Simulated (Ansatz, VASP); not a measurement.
# One calculation of SnSe, two programs

Contents of INCAR:

```
SYSTEM = SnSe
PREC = Accurate
ENCUT = 520
EDIFF = 1E-7
ISMEAR = -1
SIGMA = 0.02
LREAL = .False.
LASPH = .True.
NELM = 60
ALGO = Normal
ISIF = 2
LWAVE = .False.
LCHARG = .False.
GGA = PE
NBANDS = 50
```

File KPOINTS:

```
Automatic mesh
0
Gamma
  2 6 6
  0 0 0
```

File POSCAR:

```
SnSe
1.0
   11.9740430865      0.0000000000      0.0000000000
    0.0000000000      4.2120633032      0.0000000000
    0.0000000000      0.0000000000      4.5651211995
Sn Se
4 4
Direct
    0.6246163811      0.7500000000      0.3885333344
    0.8753836189      0.2500000000      0.8885333344
    0.3753836189      0.2500000000      0.6114666656
    0.1246163811      0.7500000000      0.1114666656
    0.1494772674      0.2500000000      0.5086791827
    0.6494772674      0.2500000000      0.9913208173
    0.3505227326      0.7500000000      0.0086791827
    0.8505227326      0.7500000000      0.4913208173
```

Input for Ansatz:

```yaml
crystal:
  lattice:
    - [11.9740430865, 0.0, 0.0]
    - [0.0, 4.2120633032, 0.0]
    - [0.0, 0.0, 4.5651211995]
  atoms:
    - { symbol: Sn, position: [0.6246163811, 0.75, 0.3885333344] }
    - { symbol: Sn, position: [0.8753836189, 0.25, 0.8885333344] }
    - { symbol: Sn, position: [0.3753836189, 0.25, 0.6114666656] }
    - { symbol: Sn, position: [0.1246163811, 0.75, 0.1114666656] }
    - { symbol: Se, position: [0.1494772674, 0.25, 0.5086791827] }
    - { symbol: Se, position: [0.6494772674, 0.25, 0.9913208173] }
    - { symbol: Se, position: [0.3505227326, 0.75, 0.0086791827] }
    - { symbol: Se, position: [0.8505227326, 0.75, 0.4913208173] }
kpoints:
  mp_grid: { grid: [2, 6, 6] }
  band_path:
    path:
      - [0.0, 0.0, 0.0]
      - [0.5, 0.0, 0.0]
      - [0.5, 0.5, 0.0]
      - [0.0, 0.5, 0.0]
      - [0.0, 0.0, 0.5]
      - [0.5, 0.0, 0.5]
      - [0.5, 0.5, 0.5]
      - [0.0, 0.5, 0.5]
      - [0.0, 0.3333333333, 0.0]
      - [0.0, 0.0, 0.338542]
      - [0.0, 0.348958, 0.0]
    npoints: 1
hamiltonian:
  xc: pbe
scf:
  occupations: { method: fermi_dirac, width: 0.02 }
  n_extra_bands: 6
output:
  forces: true
  stress: true
  eigenvalues: true
```

Change from the starting cell: epitaxial_xy strain +2.0%.

Alike in both runs: task single point; functional PBE; k mesh 2 × 6 × 6; occupations fermi-dirac, width 0.02 eV; no spin polarisation.

```csv
,VASP,Ansatz
version,VASP 6.6.1,Ansatz 0.2.0
potentials or method,"VASP PAW PBE potentials, release 64 (Sn_d, Se)","plane waves, PAW"
plane-wave cutoff (eV),520,420
valence electrons in the cell,80,120
```

|  | VASP | Ansatz | Ansatz less VASP |
| --- | --- | --- | --- |
| gap on the k mesh at the Fermi level (eV) | 0.86 | 0.86 | +0.003 |
| pressure (GPa) | 0.7 | 0.7 | -0.03 |
| traceless stress, the component that is largest in VASP (GPa) | -0.15 | -0.15 | -0.001 |
| rms of the force components (eV/Å) | 0.132 | 0.123 | -0.0091 |

Atom by atom the forces differ by 0.009 eV/Å (rms over components). VASP's potentials hold 80 valence electrons a cell and Ansatz's 120, so a difference there can come from the potentials and not from the codes.
